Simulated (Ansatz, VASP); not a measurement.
One calculation of Mo, two programs

Contents of INCAR:

```
  PREC = Accurate
  ENCUT = 520
  EDIFF = 1E-6
  ISMEAR = -1
  SIGMA = 0.1
  LREAL = F
  LASPH = T
  NELM = 80
  ALGO = Normal
  ISIF = 2
  LWAVE = F
  LCHARG = T
  GGA = RP
  LELF = T
  LVHAR = T
  NBANDS = 21
```

KPOINTS

```
Automatic mesh
0
Gamma
  15 15 7
```

POSCAR

```
Mo
1.0
    2.7333909640      0.0000000000      0.0000000000
   -1.3666954820      2.3671860133      0.0000000000
    0.0000000000      0.0000000000      4.8514659590
Mo
2
Direct
    0.3333333333      0.6666666667      0.2500000000
    0.6666666667      0.3333333333      0.7500000000
```

Input for Ansatz:

```yaml
crystal:
  lattice:
    - [2.733390964, 0.0, 0.0]
    - [-1.366695482, 2.3671860133, 0.0]
    - [0.0, 0.0, 4.851465959]
  atoms:
    - { symbol: Mo, position: [0.3333333333, 0.6666666667, 0.25] }
    - { symbol: Mo, position: [0.6666666667, 0.3333333333, 0.75] }
hamiltonian:
  xc: rpbe
  pseudopotentials:
    kind: paw
    azcp:
      Mo: "pseudopotentials/Mo.paw.azcp"
basis:
  ecutwfc: 420
  fft_grid_basis: typed
kpoints:
  mp_grid: { grid: [15, 15, 7], shift: [0, 0, 0] }
magnetization:
  spin_polarized: false
scf:
  occupations: { method: fermi_dirac, width: 0.1 }
  lower_state_search: "off"
output:
  stress: true
```

Alike in both runs: task single point; functional RPBE; k mesh 15 × 15 × 7; occupations fermi-dirac, width 0.1 eV; no spin polarisation.

```csv
,VASP,Ansatz
version,VASP 6.6.1,Ansatz 0.2.0
potentials or method,"VASP PAW PBE potentials, release 64 (Mo_sv), cutoff 520 eV","plane waves (420 eV) with PAW, scalar-relativistic"
valence electrons in the cell,28,28
```

VASP gave:

```
pressure (GPa)                                                : 10.6
traceless stress, the component that is largest in VASP (GPa) : -1.20
```

**Question.** Estimate Ansatz's values.

**Answer.** Pressure (GPa): 10.1; traceless stress, the component that is largest in VASP (GPa): -1.11.

VASP's potentials were made for PBE, not for RPBE.
